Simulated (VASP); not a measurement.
# La in VASP: a series of runs, part 2 of 2

VASP 6.6.1.

## Step 3: Electric field gradients, PBE (atom 2 (La) moved by [0.0, 0.0, 0.08] A)

INCAR reads:

```
PREC = Accurate ; ENCUT = 520
EDIFF = 1E-8 ; ISMEAR = -1
SIGMA = 0.05 ; LREAL = False
LASPH = True ; NELM = 80
ALGO = Normal ; ISIF = 2
LWAVE = False ; LCHARG = False
GGA = PE ; LEFG = True
NBANDS = 18
```

KPOINTS reads:

```
regular mesh
0
Gamma
  12 12 7
```

POSCAR reads:

```
La
1.0
    3.7830588365      0.0000000000      0.0000000000
   -1.8915294182      3.2762250564      0.0000000000
    0.0000000000      0.0000000000      6.0761289130
La
2
Direct
    0.3333333333      0.6666666667      0.2500000000
    0.6666666667      0.3333333333      0.7631662776
```

Potentials or basis: VASP PAW PBE potentials, release 64 (La).

On the command line:

```bash
> cat potpaw_PBE.64/La/POTCAR > POTCAR
> mpirun -np 1 vasp_std > vasp.out
```

OUTCAR:

```text
PREC = Accurate
   ENCUT = 520
   EDIFF = 1E-8
   ISMEAR = -1
   LREAL = False
   LASPH = True
   NELM = 80
   ISIF = 2
   GGA = PE

 ion  position               nearest neighbor table
   1  0.333  0.667  0.250-   2 3.68   2 3.68   2 3.68
   2  0.667  0.333  0.763-   1 3.68   1 3.68   1 3.68

  LATTYP: Found a hexagonal cell.
 ALAT       =     3.7830588365
 C/A-ratio  =     1.6061417957

  Lattice vectors:

 A1 = (   3.7830588365,   0.0000000000,   0.0000000000)
 A2 = (  -1.8915294182,   3.2762250564,   0.0000000000)
 A3 = (   0.0000000000,   0.0000000000,   6.0761289130)

Analysis of symmetry for initial positions (statically):
=====================================================================
 Subroutine PRICEL returns:
 Original cell was already a primitive cell.

 Routine SETGRP: Setting up the symmetry group for a
 hexagonal supercell.

 Subroutine GETGRP returns: Found 12 space group operations
 (whereof  6 operations were pure point group operations)
 out of a pool of 24 trial point group operations.

The static configuration has the point symmetry C_3v.
 The point group associated with its full space group is D_3d.

Analysis of symmetry for dynamics (positions and initial velocities):
=====================================================================
 Subroutine PRICEL returns:
 Original cell was already a primitive cell.

 Routine SETGRP: Setting up the symmetry group for a
 hexagonal supercell.

 Subroutine GETGRP returns: Found 12 space group operations
 (whereof  6 operations were pure point group operations)
 out of a pool of 24 trial point group operations.

The dynamic configuration has the point symmetry C_3v.
 The point group associated with its full space group is D_3d.

 Subroutine INISYM returns: Found 12 space group operations
 (whereof  6 operations are pure point group operations),
 and found     1 'primitive' translations

----------------------------------------------------------------------------------------

                                     Primitive cell

  volume of cell :      75.3085

  direct lattice vectors                    reciprocal lattice vectors
     3.783058836  0.000000000  0.000000000     0.264336359  0.152614668  0.000000000
    -1.891529418  3.276225056  0.000000000     0.000000000  0.305229336  0.000000000
     0.000000000  0.000000000  6.076128913     0.000000000  0.000000000  0.164578470

  length of vectors
     3.783058836  3.783058836  6.076128913     0.305229336  0.305229336  0.164578470

  position of ions in fractional coordinates (direct lattice)
     0.333333333  0.666666667  0.250000000
     0.666666667  0.333333333  0.763166278

  ion indices of the primitive-cell ions
   primitive index   ion index
                 1           1
                 2           2

----------------------------------------------------------------------------------------

 KPOINTS: regular mesh

Automatic generation of k-mesh.
[... 72 lines left out ...]
   ISIF   =      2    stress and relaxation
   ISYM   =      2    0-nonsym 1-usesym 2-fastsym
   POTIM  = 0.5000    time-step for ionic-motion
   TEBEG  =    0.0;   TEEND  =   0.0 temperature during run
   PSTRESS=    0.0 pullay stress
   NELECT =      22.0000    total number of electrons
   NUPDOWN=      -1.0000    fix difference up-down
   EMIN   =  10.00;   EMAX   =-10.00  energy-range for DOS
   EFERMI =   0.00;   METHOD = LEGACY
   ISMEAR =    -1;   SIGMA  =   0.05  broadening in eV -4-tet -1-fermi 0-gaus
   EFERMI_NEDOS =   21; number of points for ismear=-14 and -15
   IALGO  =     38    algorithm
   IMIX   =      4    mixing-type and parameters
     AMIX     =   0.40;   BMIX     =  1.00
     AMIX_MAG =   1.60;   BMIX_MAG =  1.00
  volume/ion in A,a.u.               =      37.65       254.10
  Fermi-wavevector in a.u.,A,eV,Ry     =   1.086262  2.052737 16.054391  1.179964
  Thomas-Fermi vector in A             =   2.222394
   LORBIT       =      0    0 simple, 1 ext, 2 COOP (PROOUT), +10 PAW based schemes
   GGA     = PE    functional components
   LHFCALC =     F    Hartree Fock is set to
   AEXX    =    0.0000 exact exchange contribution
   IVDW    =     0    specifies the selected vdW correction
   LEPSILON=     F    determine dielectric tensor
   LRPA    =     F    only Hartree local field effects (RPA)
 non-spin polarized calculation
  energy-cutoff  :      520.00
  volume of cell :       75.31
 maximum number of plane-waves:      2046
   NGX = 15   NGY = 15   NGZ = 23

 number of electron      21.9999998 magnetization

 Free energy of the ion-electron system (eV)
  ---------------------------------------------------
  ext. energy  EPLUGINS =         0.00000000
  ---------------------------------------------------
  free energy    TOTEN  =        -9.72733913 eV

  energy without entropy =       -9.69662260  energy(sigma->0) =       -9.71198086

 E-fermi :   7.7180     XC(G=0):  -9.5038

 val. band max:        7.7132744563   @ k =   0.0000   0.2500   0.1429
 cond. band min:       7.7188750669   @ k =   0.4167   0.0000   0.2857
 fundamental gap:      0.0056006106
 Fermi energy:         7.7180389708

 k-point     1 :       0.0000    0.0000    0.0000
  band No.  band energies     occupation
      1     -25.1559      2.00000
      2     -24.9552      2.00000
      3      -9.5177      2.00000
      4      -8.3782      2.00000
      5      -8.3782      2.00000
      6      -8.1903      2.00000
[... 481 lines left out ...]
      5      -8.5025      2.00000
      6      -8.4489      2.00000
[... 10 lines left out ...]
     17       9.4798      0.00000
     18       9.5008      0.00000

 [... further k-points ...]

------------------------ aborting loop because EDIFF is reached ----------------------------------------

  FORCE on cell =-STRESS in cart. coord.  units (eV):
  Direction    XX          YY          ZZ          XY          YZ          ZX
  --------------------------------------------------------------------------------------
  -------------------------------------------------------------------------------------
  Total        0.0481614      0.0481614      0.0684656      0.0000000      0.0000000     -0.0000000
  in kB        1.0246282      1.0246282      1.4565961      0.0000000      0.0000000     -0.0000000
  external PRESSURE =       1.1686175 kB  Pullay stress =       0.0000000 kB

 VOLUME and BASIS-vectors are now :
 -----------------------------------------------------------------------------
  energy-cutoff  :      520.00
  volume of cell :       75.31
      direct lattice vectors                 reciprocal lattice vectors
     3.783058836  0.000000000  0.000000000     0.264336359  0.152614668  0.000000000
    -1.891529418  3.276225056  0.000000000     0.000000000  0.305229336  0.000000000
     0.000000000  0.000000000  6.076128913     0.000000000  0.000000000  0.164578470

 POSITION                                       TOTAL-FORCE (eV/Angst)
 -----------------------------------------------------------------------------------
     -0.00000      2.18415      1.51903        -0.000000      0.000000      0.116953
      1.89153      1.09208      4.63710         0.000000     -0.000000     -0.116953
 -----------------------------------------------------------------------------------
    total drift:                                0.000000     -0.000000     -0.000031

  FREE ENERGIE OF THE ION-ELECTRON SYSTEM (eV)
  ---------------------------------------------------
  free  energy   TOTEN  =        -9.7273391280 eV

  energy  without entropy=       -9.6966226014  energy(sigma->0) =       -9.71198086

 Electric field gradients (V/A^2)
---------------------------------------------------------------------
 ion       V_xx      V_yy      V_zz      V_xy      V_xz      V_yz
---------------------------------------------------------------------
   1      -9.536    -9.536    19.072     0.001     0.000    -0.000
   2      -9.536    -9.536    19.072     0.001     0.000    -0.000
---------------------------------------------------------------------

 Electric field gradients after diagonalization (V/A^2)
 (convention: |V_zz| > |V_xx| > |V_yy|)
----------------------------------------------------------------------
 ion       V_xx      V_yy      V_zz     asymmetry (V_yy - V_xx)/ V_zz
----------------------------------------------------------------------
   1      -9.537    -9.536    19.072       0.000
   2      -9.537    -9.535    19.072       0.000
----------------------------------------------------------------------

           NMR quadrupolar parameters

 Cq : quadrupolar parameter    Cq=e*Q*V_zz/h
 eta: asymmetry parameters     (V_yy - V_xx)/ V_zz
 Q  : nuclear electric quadrupole moment in mb (millibarn)
----------------------------------------------------------------------
 ion       Cq(MHz)       eta       Q (mb)
----------------------------------------------------------------------
   1       0.046       0.000       1.000
   2       0.046       0.000       1.000
----------------------------------------------------------------------
```

Run time: 2.1 min. Hardware: 1 thread of Oxide Virtual Turin-like, shared host; peak memory 0.27 GiB.

What came out:

| Item | Value |
| --- | --- |
| Free energy | -9.7273 eV |
| Pressure | 0.1 GPa |
| Largest force | 0.117 eV/Å |
| Band gap on the k mesh | zero (bands 11 and 12 overlap by 1.29 eV) |
| Largest electric field gradient by atom | La +19.1 V/Å² |

Forces in eV/Å, atoms in the order of the input:
```
La   0.000  0.000  0.117
La   0.000  0.000 -0.117
```

Electric field gradients, principal values (V/Å²):
```csv
atom,least,middle,greatest (by size)
1 La,-9.536,-9.537,19.072
2 La,-9.535,-9.537,19.072
```

Caveat: the cell differs from its parent crystal (atom 2 (La) moved by [0.0, 0.0, 0.08] A); without QUAD_EFG the Cq values of the log hold for a quadrupole moment of 1 mb, not for the nuclei; spin-orbit coupling is left out, which moves the levels of the heavy elements.
